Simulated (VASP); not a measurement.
## ZnS: single point with r2SCAN

ZnS:

```
Zn S
1.0
     0.14007    2.76634    2.76634
     2.76634    0.14007    2.76634
     2.76634    2.76634    0.14007
Zn S
1 1
Direct
  0.00000 0.00000 0.00000
  0.75000 0.75000 0.75000
```

This cell differs from its parent crystal: ratio of the length along [111] to the lengths across it x 1.08, volume and fractional coordinates fixed.

```
Program             : VASP 6.6.1
Task                : single point
Functional          : r2SCAN
Potentials or basis : VASP PAW PBE potentials, release 64 (Zn, S)
Cutoff              : 520 eV
k mesh              : 8 × 8 × 8
Occupations         : gaussian, width 0.05 eV
Spin                : no spin polarisation
```

```yaml
Pressure: 0.7 GPa
Largest_force: 0.362 eV/Å
Band_gap_on_the_k_mesh: 2.49 eV, direct
```

Forces on the atoms (eV/Å):
```
Zn  -0.209 -0.209 -0.209
S    0.209  0.209  0.209
```

Stress tensor (GPa, compression positive):
```
 0.75 -3.37 -3.37
-3.37  0.75 -3.37
-3.37 -3.37  0.75
```

Levels at points of the mesh, in eV from the valence-band top:
```csv
k point,band 5,band 6,band 7,band 8,band 9,band 10,band 11,band 12,band 13,band 14
"(0.00, 0.00, 0.00)",-6.11,-6.11,-0.37,0.00,0.00,2.49,6.24,7.16,7.16,12.25
"(0.50, 0.00, 0.00)",-6.07,-5.89,-5.57,-1.16,-1.06,3.53,6.85,7.54,9.34,12.66
"(0.50, 0.50, 0.00)",-6.03,-5.89,-4.78,-2.65,-2.17,3.47,4.51,11.27,12.67,13.09
"(0.50, 0.50, 0.50)",-6.09,-6.03,-5.46,-0.70,-0.70,4.25,7.63,7.63,9.03,13.01
```

It took 75 s on 1 thread of Intel(R) Xeon(R) 6975P-C (Granite Rapids), with other jobs on the host, peak memory 0.19 GiB.

Caveat: the PAW data sets were made with another functional, which shifts forces and pressure a little.
